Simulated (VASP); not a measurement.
# ZrC (Fm-3m) in VASP: notebook, part 2 of 2

VASP 6.6.1.

### Step 3. Single point, PBEsol

This run uses another cell than the first one, of 11.47 Å³/atom, 1.040 times its volume.

The input, INCAR:

```
PREC     = Accurate       # precision mode
ENCUT    = 520            # plane-wave cutoff, eV
EDIFF    = 1E-6           # SCF threshold, eV
ISMEAR   = 1              # smearing method
SIGMA    = 0.05           # smearing width, eV
LREAL    = False          # projectors in reciprocal space
LASPH    = True           # aspherical terms in the spheres
NELM     = 60             # most SCF steps
ALGO     = Normal         # electronic algorithm
ISIF     = 2              # what is computed and relaxed
LWAVE    = False          # write WAVECAR
LCHARG   = False          # write CHGCAR
GGA      = PS             # functional
NBANDS   = 15             # bands
```

The input, KPOINTS:

```
Automatic mesh
0
Gamma
  8 8 8
```

The input, POSCAR:

```
ZrC
1.0
    0.0000000000      2.2552169520      2.2552169520
    2.2552169520      0.0000000000      2.2552169520
    2.2552169520      2.2552169520      0.0000000000
Zr C
1 1
Direct
    0.5000000000      0.5000000000      0.5000000000
    0.0000000000      0.0000000000      0.0000000000
```

Potentials or basis: VASP PAW PBE potentials, release 64 (Zr_sv, C).

Command:

```bash
$ cat potpaw_PBE.64/Zr_sv/POTCAR potpaw_PBE.64/C/POTCAR > POTCAR
$ mpirun -np 1 vasp_std > vasp.out
```

Wall time 11 s (1 thread of Intel Xeon 8259CL, shared host); peak memory 0.14 GiB.

It converged, with:

* Free energy: -20.3457 eV
* Pressure: 30.5 GPa
* Band gap on the k mesh: zero (band 8 reaches 11.97 eV, above the bottom of band 9 at 10.60 eV)

Levels at points of the mesh, in eV from the Fermi level:
| k point | band 5 | band 6 | band 7 | band 8 | band 9 | band 10 | band 11 | band 12 |
| --- | --- | --- | --- | --- | --- | --- | --- | --- |
| (0.00, 0.00, 0.00) | -11.63 | 1.03 | 1.03 | 1.03 | 1.13 | 1.13 | 1.13 | 3.21 |
| (0.50, 0.00, 0.00) | -7.84 | -5.78 | -3.34 | -3.34 | 5.24 | 5.24 | 6.19 | 7.08 |
| (0.50, 0.50, 0.00) | -10.60 | -2.21 | -1.73 | 0.28 | 0.28 | 5.20 | 6.67 | 6.67 |

Caveat: the PAW data sets were made with another functional, which shifts forces and pressure a little.

### Step 4. Single point, PBEsol

This run uses another cell than the first one, of 12.72 Å³/atom, 1.154 times its volume.

The input, INCAR:

```
PREC = Accurate ; ENCUT = 520
EDIFF = 1E-7 ; ISMEAR = 1
SIGMA = 0.05 ; LREAL = F
LASPH = T ; NELM = 100
ALGO = Normal ; ISIF = 2
LWAVE = F ; LCHARG = T
GGA = PS ; LELF = T
LVHAR = T ; NBANDS = 15
```

The input, KPOINTS:

```
regular mesh
0
Gamma
  8 8 8
```

The input, POSCAR:

```
ZrC
1.0
    0.0000000000      2.3346350695      2.3346350695
    2.3346350695      0.0000000000      2.3346350695
    2.3346350695      2.3346350695      0.0000000000
Zr C
1 1
Direct
    0.5000000000      0.5000000000      0.5000000000
    0.0000000000      0.0000000000      0.0000000000
```

Potentials or basis: VASP PAW PBE potentials, release 64 (Zr_sv, C).

Command:

```bash
$ cat potpaw_PBE.64/Zr_sv/POTCAR potpaw_PBE.64/C/POTCAR > POTCAR
$ mpirun -np 1 vasp_std > vasp.out
```

OUTCAR:

```text
PREC = Accurate
   ENCUT = 520
   EDIFF = 1E-7
   ISMEAR = 1
   LREAL = F
   LASPH = T
   NELM = 100
   ISIF = 2
   GGA = PS

 ion  position               nearest neighbor table
   1  0.500  0.500  0.500-   2 2.33   2 2.33   2 2.33   2 2.33   2 2.33   2 2.33
   2  0.000  0.000  0.000-   1 2.33   1 2.33   1 2.33   1 2.33   1 2.33   1 2.33

  LATTYP: Found a face centered cubic cell.
 ALAT       =     4.6692701390

  Lattice vectors:

 A1 = (   0.0000000000,   2.3346350695,   2.3346350695)
 A2 = (   2.3346350695,   0.0000000000,   2.3346350695)
[... 610 lines left out ...]
     11      15.1191      0.00000
     12      17.9747      0.00000
     13      18.7393      0.00000
     14      20.1490      0.00000
     15      23.5948      0.00000

 [... further k-points ...]
[... 5 lines left out ...]
  --------------------------------------------------------------------------------------
  -------------------------------------------------------------------------------------
  Total        0.0589981      0.0589981      0.0589981     -0.0000000     -0.0000000      0.0000000
  in kB        3.7141677      3.7141677      3.7141677     -0.0000000     -0.0000000      0.0000000
  external PRESSURE =       3.7141677 kB  Pullay stress =       0.0000000 kB

 VOLUME and BASIS-vectors are now :
 -----------------------------------------------------------------------------
  energy-cutoff  :      520.00
  volume of cell :       25.45
      direct lattice vectors                 reciprocal lattice vectors
     0.000000000  2.334635069  2.334635069    -0.214166234  0.214166234  0.214166234
     2.334635069  0.000000000  2.334635069     0.214166234 -0.214166234  0.214166234
     2.334635069  2.334635069  0.000000000     0.214166234  0.214166234 -0.214166234

 POSITION                                       TOTAL-FORCE (eV/Angst)
 -----------------------------------------------------------------------------------
      2.33464      2.33464      2.33464        -0.000000     -0.000000      0.000000
      0.00000      0.00000      0.00000         0.000000      0.000000     -0.000000
 -----------------------------------------------------------------------------------
    total drift:                                0.000000      0.000000      0.000000

  FREE ENERGIE OF THE ION-ELECTRON SYSTEM (eV)
  ---------------------------------------------------
  free  energy   TOTEN  =       -20.5698228459 eV

  energy  without entropy=      -20.5696413789  energy(sigma->0) =      -20.56976236
```

stdout:

```text
POSCAR found type information on POSCAR ZrC
 POSCAR found :  2 types and       2 ions
 scaLAPACK will be used
 -----------------------------------------------------------------------------
|                                                                             |
|                                                                             |
|     You enforced a specific xc type in the INCAR file but a different       |
|     I HOPE YOU KNOW WHAT YOU ARE DOING!                                     |
|                                                                             |
 -----------------------------------------------------------------------------

 LDA part: xc-table for (Slater+PW92), standard interpolation
 POSCAR, INCAR and KPOINTS ok, starting setup
 FFT: planning ... GRIDC
 FFT: planning ... GRID_SOFT
 FFT: planning ... GRID
 WAVECAR not read
 entering main loop
```

Wall time 24 s (1 thread of Intel Xeon 8259CL, shared host); peak memory 0.16 GiB.

Results:

* Free energy: -20.5698 eV
* Pressure: 0.4 GPa
* Band gap on the k mesh: zero (band 8 reaches 10.68 eV, above the bottom of band 9 at 9.35 eV)

Caveat: the PAW data sets were made with another functional, which shifts forces and pressure a little.

### Step 5. Single point, PBEsol

This run uses another cell than the first one, of 12.02 Å³/atom, 1.090 times its volume.

The input, INCAR:

```
SYSTEM = ZrC
ALGO     = Normal         ! electronic algorithm
EDIFF    = 1E-6           ! SCF threshold, eV
ENCUT    = 520            ! plane-wave cutoff, eV
GGA      = PS             ! functional
ISIF     = 2              ! what is computed and relaxed
ISMEAR   = 1              ! smearing method
LASPH    = .True.         ! aspherical terms in the spheres
LCHARG   = .True.         ! write CHGCAR
LELF     = .True.         ! ELF
LREAL    = .False.        ! projectors in reciprocal space
LVHAR    = .True.       
LWAVE    = .False.        ! write WAVECAR
NBANDS   = 15             ! bands
NELM     = 60             ! most SCF steps
PREC     = Accurate       ! precision mode
SIGMA    = 0.05           ! smearing width, eV
```

The input, KPOINTS:

```
k-points
0
Gamma
  8 8 8
  0 0 0
```

The input, POSCAR:

```
ZrC
1.0
    0.0000000000      2.2908514034      2.2908514034
    2.2908514034      0.0000000000      2.2908514034
    2.2908514034      2.2908514034      0.0000000000
Zr C
1 1
Direct
    0.5000000000      0.5000000000      0.5000000000
    0.0000000000      0.0000000000      0.0000000000
```

Command:

```bash
$ cat potpaw_PBE.64/Zr_sv/POTCAR potpaw_PBE.64/C/POTCAR > POTCAR
$ mpirun -np 1 vasp_std > vasp.out
```

Wall time 14 s (1 thread of Intel Xeon 8259CL, shared host); peak memory 0.14 GiB.

Results (log left out):

```
Free energy            : -20.5027 eV
Pressure               : 15.4 GPa
Band gap on the k mesh : zero (band 8 reaches 11.37 eV, above the bottom of band 9 at 10.02 eV)
```

Levels at points of the mesh, in eV from the Fermi level:
```
           k point  band 6  band 7  band 8  band 9  band 10  band 11
(0.00, 0.00, 0.00)    1.05    1.05    1.05    1.15     1.15     1.15
(0.50, 0.00, 0.00)   -5.56   -3.13   -3.13    5.00     5.00     5.91
(0.50, 0.50, 0.00)   -2.00   -1.83    0.24    0.24     4.96     6.32
```

Caveat: the PAW data sets were made with another functional, which shifts forces and pressure a little.

### Step 6. The runs side by side

```tsv
cell	gap on the mesh (eV)	pressure (GPa)
a = 3.148 Å, angles 60.0°, 2 atoms	none	45.5
a = 3.189 Å, angles 60.0°, 2 atoms	none	30.5
a = 3.302 Å, angles 60.0°, 2 atoms	none	0.4
a = 3.240 Å, angles 60.0°, 2 atoms	none	15.4
```

Alike in all rows: task single point; level PBEsol; potentials or basis VASP PAW PBE potentials, release 64 (Zr_sv, C); no spin polarisation; k mesh 8 × 8 × 8; cutoff (eV) 520; smearing methfessel-paxton 0.05 eV.

Caveats: the PAW data sets were made with another functional, which shifts forces and pressure a little.

Absolute energies hang on the potentials; compare differences alone.
